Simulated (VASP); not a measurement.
Runs of VASP 6.6.1 on SnO2. The structure is that of space group P4_2/mnm (No. 136), or close to it. The cells are those of the table. 

```tsv
cell	cutoff (eV)	smearing	gap on the mesh (eV)	pressure (GPa)	largest force (eV/Å)
a = 5.615 Å, angles 111.4, 108.5, 108.5°, 12 atoms	520	gaussian 0.02 eV	2.53	(b)	0.02
a = 5.736 Å, angles 112.2, 108.1, 108.1°, 12 atoms	660	gaussian 0.02 eV	1.80	0.9	0.03
a = 5.709 Å, angles 112.0, 108.2, 108.2°, 12 atoms	520	gaussian 0.02 eV	1.95	(a)	0.03
a = 5.736 Å, angles 112.2, 108.1, 108.1°, 12 atoms	520	gaussian 0.05 eV	1.80	1.1	0.03
```

Alike in all rows: task single point; level r2SCAN; potentials or basis VASP PAW PBE potentials, release 64 (Sn_d, O); no spin polarisation; k mesh 6 × 6 × 6.

Fill in the values left out.

(a) 4.2; (b) 16.5.

Caveats: the PAW data sets were made with another functional, which shifts forces and pressure a little; spin-orbit coupling is left out, which moves the levels of the heavy elements; the cell stands under pressure (at least some runs).

A k mesh can miss the band edges, and the runs leave out spin-orbit coupling on Sn.
